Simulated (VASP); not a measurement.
Crystal: SrCa3.

```xyz
4
Lattice="5.7168 0.0000 0.0000 0.0000 5.7168 0.0000 0.0000 0.0000 5.7168" Properties=species:S:1:pos:R:3 pbc="T T T"
Sr    0.0000    0.0000    0.0000
Ca    0.0000    2.8584    2.8584
Ca    2.8584    0.0000    2.8584
Ca    2.8584    2.8584    0.0000
```

| Item | Value |
| --- | --- |
| Program | VASP 6.6.1 |
| Task | relaxation of volume and atoms at fixed shape |
| Functional | LDA |
| Potentials or basis | VASP PAW LDA potentials, release 64 (Sr_sv, Ca_sv) |
| Cutoff | 600 eV |
| k mesh | 4 × 4 × 4 |
| Occupations | gaussian, width 0.1 eV |
| Spin | no spin polarisation |

At the start: pressure -1.9 GPa; volume 46.71 Å³/atom.

Q: Where does the relaxation end?

A: Over 4 steps the energy falls by 40.4 meV/atom and the volume is 40.56 Å³/atom (-13.2 %); space group Pm-3m (No. 221, to 0.1 Å) before and after.

The path:
```tsv
step	energy change (eV)	largest force (eV/Å)	pressure (GPa)	volume (Å³)
1	0.0000	0.0000	-1.91	186.83
2	-0.1319	0.0000	-0.92	172.18
3	-0.1612	0.0000	-0.11	163.31
4	-0.1615	0.0000	0.01	162.24
```

Final structure:
```
Sr Ca
1.0
     5.45405    0.00000    0.00000
     0.00000    5.45405    0.00000
     0.00000    0.00000    5.45405
Sr Ca
1 3
Cartesian
  0.0000 0.0000 0.0000
  0.0000 2.7270 2.7270
  2.7270 0.0000 2.7270
  2.7270 2.7270 0.0000
```
